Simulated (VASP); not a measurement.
# ZnO (P6_3/mmc) in VASP: a series of runs, part 2 of 2

VASP 6.6.1.

**5. Single point, PBEsol (strain +0.015 along x and y, +0.000 along z)**

Input file INCAR:

```
SYSTEM = ZnO
  PREC = Accurate
  ENCUT = 520
  EDIFF = 1E-6
  ISMEAR = 0
  SIGMA = 0.05
  LREAL = .False.
  LASPH = .True.
  NELM = 60
  ALGO = Normal
  ISIF = 2
  LWAVE = .False.
  LCHARG = .False.
  GGA = PS
  NBANDS = 26
```

Input file KPOINTS:

```
Automatic mesh
0
Gamma
  9 9 4
  0 0 0
```

Input file POSCAR:

```
ZnO
1.0
    3.3372866661      0.0000000000      0.0000000000
   -1.6686433330      2.8901750325      0.0000000000
    0.0000000000      0.0000000000      7.1304413500
Zn O
2 2
Direct
    0.0000000000      0.0000000000      0.7500000000
    0.0000000000      0.0000000000      0.2500000000
    0.3333333333      0.6666666667      0.2500000000
    0.6666666667      0.3333333333      0.7500000000
```

Potentials or basis: VASP PAW PBE potentials, release 64 (Zn, O).

Started as:

```sh
$ cat potpaw_PBE.64/Zn/POTCAR potpaw_PBE.64/O/POTCAR > POTCAR
$ mpirun -np 1 vasp_std > vasp.out
```

OUTCAR:

```text
SYSTEM = ZnO
   PREC = Accurate
   ENCUT = 520
   EDIFF = 1E-6
   ISMEAR = 0
   LREAL = .False.
   LASPH = .True.
   NELM = 60
   ISIF = 2
   GGA = PS

 ion  position               nearest neighbor table
   1  0.000  0.000  0.750-   4 1.93   4 1.93   4 1.93
   2  0.000  0.000  0.250-   3 1.93   3 1.93   3 1.93
   3  0.333  0.667  0.250-   2 1.93   2 1.93   2 1.93
   4  0.667  0.333  0.750-   1 1.93   1 1.93   1 1.93

  LATTYP: Found a hexagonal cell.
 ALAT       =     3.3372866661
 C/A-ratio  =     2.1365983997

  Lattice vectors:

 A1 = (   3.3372866661,   0.0000000000,   0.0000000000)
 A2 = (  -1.6686433330,   2.8901750325,   0.0000000000)
 A3 = (   0.0000000000,   0.0000000000,   7.1304413500)

Analysis of symmetry for initial positions (statically):
=====================================================================
 Subroutine PRICEL returns:
 Original cell was already a primitive cell.

 Routine SETGRP: Setting up the symmetry group for a
 hexagonal supercell.

 Subroutine GETGRP returns: Found 24 space group operations
 (whereof 12 operations were pure point group operations)
 out of a pool of 24 trial point group operations.

The static configuration has the point symmetry D_3d.
 The point group associated with its full space group is D_6h.

Analysis of symmetry for dynamics (positions and initial velocities):
=====================================================================
 Subroutine PRICEL returns:
 Original cell was already a primitive cell.

 Routine SETGRP: Setting up the symmetry group for a
 hexagonal supercell.

 Subroutine GETGRP returns: Found 24 space group operations
 (whereof 12 operations were pure point group operations)
 out of a pool of 24 trial point group operations.

The dynamic configuration has the point symmetry D_3d.
 The point group associated with its full space group is D_6h.

 Subroutine INISYM returns: Found 24 space group operations
 (whereof 12 operations are pure point group operations),
 and found     1 'primitive' translations

----------------------------------------------------------------------------------------

                                     Primitive cell

  volume of cell :      68.7755

  direct lattice vectors                    reciprocal lattice vectors
     3.337286666  0.000000000  0.000000000     0.299644622  0.172999903  0.000000000
    -1.668643333  2.890175033  0.000000000     0.000000000  0.345999806  0.000000000
     0.000000000  0.000000000  7.130441350     0.000000000  0.000000000  0.140243773

  length of vectors
     3.337286666  3.337286666  7.130441350     0.345999806  0.345999806  0.140243773

  position of ions in fractional coordinates (direct lattice)
     0.000000000  0.000000000  0.750000000
     0.000000000  0.000000000  0.250000000
     0.333333333  0.666666667  0.250000000
     0.666666667  0.333333333  0.750000000

  ion indices of the primitive-cell ions
   primitive index   ion index
                 1           1
                 2           2
                 3           3
                 4           4

----------------------------------------------------------------------------------------

 KPOINTS: Automatic mesh

Automatic generation of k-mesh.
 Grid dimensions read from file:
 generate k-points for:    9    9    4

 Generating k-lattice:

  Cartesian coordinates                     Fractional coordinates (reciprocal lattice)
     0.033293847  0.019222211  0.000000000     0.111111111  0.000000000  0.000000000
     0.000000000  0.038444423  0.000000000     0.000000000  0.111111111  0.000000000
     0.000000000  0.000000000  0.035060943     0.000000000  0.000000000  0.250000000

  Length of vectors
     0.038444423  0.038444423  0.035060943

  Shift w.r.t. Gamma in fractional coordinates (k-lattice)
     0.000000000  0.000000000  0.000000000

 Subroutine IBZKPT returns following result:
 ===========================================

 Found     36 irreducible k-points:

 Following reciprocal coordinates:
            Coordinates               Weight
  0.000000  0.000000  0.000000      1.000000
  0.111111 -0.000000  0.000000      6.000000
  0.222222  0.000000  0.000000      6.000000
  0.333333  0.000000  0.000000      6.000000
  0.444444  0.000000  0.000000      6.000000
  0.111111  0.111111  0.000000      6.000000
[... 16 lines left out ...]
  0.333333  0.222222  0.250000     24.000000
  0.333333  0.333333  0.250000      4.000000
 [... further k-points ...]
   k-points           NKPTS =     36   k-points in BZ     NKDIM =     36   number of bands    NBANDS=     26
   number of dos      NEDOS =    301   number of ions     NIONS =      4
   total plane-waves  NPLWV =  42336
   dimension x,y,z NGX =    28 NGY =   28 NGZ =   54
   dimension x,y,z NGXF=    56 NGYF=   56 NGZF=  108
   ions per type =               2   2
   NGX,Y,Z   is equivalent  to a cutoff of  13.95, 13.95, 12.59 a.u.
   NGXF,Y,Z  is equivalent  to a cutoff of  27.90, 27.90, 25.18 a.u.
 SYSTEM =  ZnO
   PREC   = accura    normal or accurate (medium, high low for compatibility)
   ISTART =      0    job   : 0-new  1-cont  2-samecut
   ICHARG =      2    charge: 1-file 2-atom 10-const
   ISPIN  =      1    spin polarized calculation?
   LNONCOLLINEAR =      F non collinear calculations
   LSORBIT =      F    spin-orbit coupling
   LASPH  =      T    aspherical Exc in radial PAW
   ENCUT  =  520.0 eV  38.22 Ry    6.18 a.u.   6.21  6.21 13.26*2*pi/ulx,y,z
   NELM   =     60;   NELMIN=  2; NELMDL= -5     # of ELM steps
   EDIFF  = 0.1E-05   stopping-criterion for ELM
   LREAL  =      F    real-space projection
   EDIFFG = 0.1E-04   stopping-criterion for IOM
   NSW    =      0    number of steps for IOM
   IBRION =     -1    ionic relax: 0-MD 1-quasi-New 2-CG
   NFREE  =      0    steps in history (QN), initial steepest desc. (CG)
   ISIF   =      2    stress and relaxation
   ISYM   =      2    0-nonsym 1-usesym 2-fastsym
   POTIM  = 0.5000    time-step for ionic-motion
   TEBEG  =    0.0;   TEEND  =   0.0 temperature during run
   PSTRESS=    0.0 pullay stress
   NELECT =      36.0000    total number of electrons
   NUPDOWN=      -1.0000    fix difference up-down
   EMIN   =  10.00;   EMAX   =-10.00  energy-range for DOS
   EFERMI =   0.00;   METHOD = LEGACY
   ISMEAR =     0;   SIGMA  =   0.05  broadening in eV -4-tet -1-fermi 0-gaus
   EFERMI_NEDOS =   21; number of points for ismear=-14 and -15
   IALGO  =     38    algorithm
   IMIX   =      4    mixing-type and parameters
     AMIX     =   0.40;   BMIX     =  1.00
     AMIX_MAG =   1.60;   BMIX_MAG =  1.00
  volume/ion in A,a.u.               =      17.19       116.03
  Fermi-wavevector in a.u.,A,eV,Ry     =   1.319363  2.493235 23.683917  1.740719
  Thomas-Fermi vector in A             =   2.449267
   LORBIT       =      0    0 simple, 1 ext, 2 COOP (PROOUT), +10 PAW based schemes
   GGA     = PS    functional components
   LHFCALC =     F    Hartree Fock is set to
   AEXX    =    0.0000 exact exchange contribution
   IVDW    =     0    specifies the selected vdW correction
   LEPSILON=     F    determine dielectric tensor
   LRPA    =     F    only Hartree local field effects (RPA)
 non-spin polarized calculation
 Gauss-broadening in eV      SIGMA  =   0.05
  energy-cutoff  :      520.00
  volume of cell :       68.78
 maximum number of plane-waves:      1881
 NGX is ok and might be reduce to    28
   NGX = 13   NGY = 13   NGZ = 27

 number of electron      36.0000021 magnetization

 Free energy of the ion-electron system (eV)
  ---------------------------------------------------
  ext. energy  EPLUGINS =         0.00000000
  ---------------------------------------------------
  free energy    TOTEN  =       -18.17031525 eV

  energy without entropy =      -18.17031525  energy(sigma->0) =      -18.17031525

 E-fermi :  -0.9193     XC(G=0):  -9.0560

 val. band max:       -1.1791817775   @ k =   0.0000   0.0000   0.0000
 cond. band min:      -0.4511066176   @ k =   0.0000   0.0000   0.0000
 fundamental gap:      0.7280751598
 Fermi energy:        -0.9193358596

 k-point     1 :       0.0000    0.0000    0.0000
  band No.  band energies     occupation
      1     -18.2529      2.00000
      2     -18.1710      2.00000
      3      -7.0695      2.00000
      4      -7.0695      2.00000
      5      -7.0544      2.00000
      6      -7.0544      2.00000
[... 18 lines left out ...]
     25      11.2834      0.00000
     26      12.0918      0.00000
[... 644 lines left out ...]
      4      -6.6671      2.00000
      5      -6.2745      2.00000
      6      -6.2745      2.00000
[... 18 lines left out ...]
     25       8.5129      0.00000
     26       9.0407      0.00000

 [... further k-points ...]
[... 5 lines left out ...]
  --------------------------------------------------------------------------------------
  -------------------------------------------------------------------------------------
  Total       -4.4917753     -4.4917753     -0.3753688     -0.0000000     -0.0000000      0.0000000
  in kB     -104.6392291   -104.6392291     -8.7444935     -0.0000000     -0.0000000      0.0000000
  external PRESSURE =     -72.6743172 kB  Pullay stress =       0.0000000 kB

 VOLUME and BASIS-vectors are now :
 -----------------------------------------------------------------------------
  energy-cutoff  :      520.00
  volume of cell :       68.78
      direct lattice vectors                 reciprocal lattice vectors
     3.337286666  0.000000000  0.000000000     0.299644622  0.172999903  0.000000000
    -1.668643333  2.890175033  0.000000000     0.000000000  0.345999806  0.000000000
     0.000000000  0.000000000  7.130441350     0.000000000  0.000000000  0.140243773

 POSITION                                       TOTAL-FORCE (eV/Angst)
 -----------------------------------------------------------------------------------
      0.00000      0.00000      5.34783        -0.000000     -0.000000     -0.000000
      0.00000      0.00000      1.78261        -0.000000     -0.000000     -0.000000
     -0.00000      1.92678      1.78261        -0.000000      0.000000     -0.000000
      1.66864      0.96339      5.34783         0.000000     -0.000000      0.000000
 -----------------------------------------------------------------------------------
    total drift:                                0.000000     -0.000000      0.000000

  FREE ENERGIE OF THE ION-ELECTRON SYSTEM (eV)
  ---------------------------------------------------
  free  energy   TOTEN  =       -18.1703152498 eV

  energy  without entropy=      -18.1703152498  energy(sigma->0) =      -18.17031525
```

Wall time 1.8 min (1 thread of Intel Xeon 8259CL, shared host); peak memory 0.22 GiB.

Results:

```yaml
Free_energy: -18.1703 eV
Pressure: -7.3 GPa
Band_gap_on_the_k_mesh: 0.73 eV
```

Stress tensor (GPa, compression positive):
```
-10.46   0.00   0.00
  0.00 -10.46   0.00
  0.00   0.00  -0.87
```

Levels at points of the mesh, in eV from the valence-band top:
```tsv
k point	band 15	band 16	band 17	band 18	band 19	band 20	band 21	band 22
(0.00, 0.00, 0.00)	-0.01	-0.01	0.00	0.00	0.73	3.20	5.17	10.90
(0.00, 0.00, 0.50)	0.00	0.00	0.00	0.00	1.85	1.85	7.20	7.20
```

Caveat: the cell differs from its parent crystal (strain +0.015 along x and y, +0.000 along z); the cell stands under tension; the PAW data sets were made with another functional, which shifts forces and pressure a little; an odd mesh through Γ misses points on the zone boundary, where band edges can lie.

**6. Single point, PBEsol (strain +0.030 along x and y, -0.015 along z)**

Input file INCAR:

```
SYSTEM = ZnO
  PREC = Accurate
  ENCUT = 520
  EDIFF = 1E-7
  ISMEAR = 0
  SIGMA = 0.05
  LREAL = .FALSE.
  LASPH = .TRUE.
  NELM = 100
  ALGO = Normal
  ISIF = 2
  LWAVE = .FALSE.
  LCHARG = .FALSE.
  GGA = PS
  NBANDS = 26
```

Input file KPOINTS:

```
Automatic mesh
0
G
  9 9 4
  0 0 0
```

Input file POSCAR:

```
ZnO
1.0
    3.3866061734      0.0000000000      0.0000000000
   -1.6933030867      2.9328869788      0.0000000000
    0.0000000000      0.0000000000      7.0234847298
Zn O
2 2
Direct
    0.0000000000      0.0000000000      0.7500000000
    0.0000000000      0.0000000000      0.2500000000
    0.3333333333      0.6666666667      0.2500000000
    0.6666666667      0.3333333333      0.7500000000
```

Potentials or basis: VASP PAW PBE potentials, release 64 (Zn, O).

Started as:

```sh
$ cat potpaw_PBE.64/Zn/POTCAR potpaw_PBE.64/O/POTCAR > POTCAR
$ mpirun -np 1 vasp_std > vasp.out
```

OUTCAR:

```text
SYSTEM = ZnO
   PREC = Accurate
   ENCUT = 520
   EDIFF = 1E-7
   ISMEAR = 0
   LREAL = .FALSE.
   LASPH = .TRUE.
   NELM = 100
   ISIF = 2
   GGA = PS

 ion  position               nearest neighbor table
   1  0.000  0.000  0.750-   4 1.96   4 1.96   4 1.96
   2  0.000  0.000  0.250-   3 1.96   3 1.96   3 1.96
   3  0.333  0.667  0.250-   2 1.96   2 1.96   2 1.96
   4  0.667  0.333  0.750-   1 1.96   1 1.96   1 1.96

  LATTYP: Found a hexagonal cell.
 ALAT       =     3.3866061734
 C/A-ratio  =     2.0739006457

  Lattice vectors:

[... 886 lines left out ...]
     26       9.0164      0.00000

 [... further k-points ...]
[... 5 lines left out ...]
  --------------------------------------------------------------------------------------
  -------------------------------------------------------------------------------------
  Total       -6.4991323     -6.4991323     -0.4046869      0.0000000     -0.0000000      0.0000000
  in kB     -149.2633889   -149.2633889     -9.2943083      0.0000000     -0.0000000      0.0000000
  external PRESSURE =    -102.6070287 kB  Pullay stress =       0.0000000 kB

 VOLUME and BASIS-vectors are now :
 -----------------------------------------------------------------------------
  energy-cutoff  :      520.00
  volume of cell :       69.76
      direct lattice vectors                 reciprocal lattice vectors
     3.386606173  0.000000000  0.000000000     0.295280865  0.170480487  0.000000000
    -1.693303087  2.932886979  0.000000000     0.000000000  0.340960974  0.000000000
     0.000000000  0.000000000  7.023484730     0.000000000  0.000000000  0.142379465

 POSITION                                       TOTAL-FORCE (eV/Angst)
 -----------------------------------------------------------------------------------
      0.00000      0.00000      5.26761         0.000000     -0.000000      0.000000
      0.00000      0.00000      1.75587        -0.000000      0.000000     -0.000000
     -0.00000      1.95526      1.75587         0.000000      0.000000      0.000000
      1.69330      0.97763      5.26761        -0.000000      0.000000      0.000000
 -----------------------------------------------------------------------------------
    total drift:                                0.000000     -0.000000      0.000000

  FREE ENERGIE OF THE ION-ELECTRON SYSTEM (eV)
  ---------------------------------------------------
  free  energy   TOTEN  =       -18.0150160394 eV

  energy  without entropy=      -18.0150160394  energy(sigma->0) =      -18.01501604
```

OSZICAR:

```text
N       E                     dE             d eps       ncg     rms          rms(c)
DAV:   1     0.289042453571E+03    0.28904E+03   -0.17739E+04  1872   0.175E+03
DAV:   2     0.139028531684E+02   -0.27514E+03   -0.25668E+03  2032   0.380E+02
DAV:   3    -0.208655127263E+02   -0.34768E+02   -0.34341E+02  2104   0.138E+02
DAV:   4    -0.216344015935E+02   -0.76889E+00   -0.76741E+00  2092   0.219E+01
DAV:   5    -0.216389421394E+02   -0.45405E-02   -0.45401E-02  2134   0.167E+00    0.135E+01
DAV:   6    -0.179440505761E+02    0.36949E+01   -0.93589E+00  3132   0.751E+01    0.795E+00
DAV:   7    -0.180941308687E+02   -0.15008E+00   -0.32279E+00  1990   0.171E+01    0.494E+00
DAV:   8    -0.180887804722E+02    0.53504E-02   -0.94746E-01  2238   0.717E+00    0.201E+00
DAV:   9    -0.180128482154E+02    0.75932E-01   -0.17467E-01  2626   0.587E+00    0.477E-01
DAV:  10    -0.180145951558E+02   -0.17469E-02   -0.46103E-02  1914   0.151E+00    0.111E-01
DAV:  11    -0.180150015755E+02   -0.40642E-03   -0.84022E-04  2048   0.550E-01    0.676E-02
DAV:  12    -0.180150101201E+02   -0.85446E-05   -0.33792E-04  2442   0.409E-01    0.137E-02
DAV:  13    -0.180150209875E+02   -0.10867E-04   -0.50675E-05  2478   0.841E-02    0.212E-02
DAV:  14    -0.180150163520E+02    0.46355E-05   -0.17335E-05  2302   0.345E-02    0.476E-03
DAV:  15    -0.180150161739E+02    0.17815E-06   -0.29083E-06  1990   0.128E-02    0.119E-03
DAV:  16    -0.180150160736E+02    0.10030E-06   -0.63625E-08  1310   0.218E-03    0.890E-04
DAV:  17    -0.180150160394E+02    0.34153E-07   -0.20326E-08   998   0.224E-03
   1 F= -.18015016E+02 E0= -.18015016E+02  d E =-.367257E-19
```

Run time: 2.9 min. Hardware: 1 thread of Intel Xeon 8259CL, shared host; peak memory 0.22 GiB.

What came out:

```yaml
Free_energy: -18.0150 eV
Pressure: -10.3 GPa
Band_gap_on_the_k_mesh: 0.67 eV
```

Caveat: the cell differs from its parent crystal (strain +0.030 along x and y, -0.015 along z); the cell stands under tension; the PAW data sets were made with another functional, which shifts forces and pressure a little; an odd mesh through Γ misses points on the zone boundary, where band edges can lie.

**7. Overview**

```tsv
cell	gap on the mesh (eV)	pressure (GPa)
a = 3.288, b = 3.288, c = 7.237 Å, angles 90.0, 90.0, 120.0°, 4 atoms	0.77	-3.8
a = 3.288, b = 3.288, c = 7.344 Å, angles 90.0, 90.0, 120.0°, 4 atoms	0.79	-3.7
a = 3.387, b = 3.387, c = 6.917 Å, angles 90.0, 90.0, 120.0°, 4 atoms	0.65	-10.4
a = 3.337, b = 3.337, c = 7.130 Å, angles 90.0, 90.0, 120.0°, 4 atoms	0.73	-7.3
a = 3.387, b = 3.387, c = 7.023 Å, angles 90.0, 90.0, 120.0°, 4 atoms	0.67	-10.3
```

Alike in all rows: task single point; level PBEsol; potentials or basis VASP PAW PBE potentials, release 64 (Zn, O); no spin polarisation; k mesh 9 × 9 × 4; cutoff (eV) 520; smearing gaussian 0.05 eV.

Caveats: the cell stands under tension; the PAW data sets were made with another functional, which shifts forces and pressure a little; an odd mesh through Γ misses points on the zone boundary, where band edges can lie.

Total energies depend on the potentials used, so only differences within one code and one set of settings carry meaning.
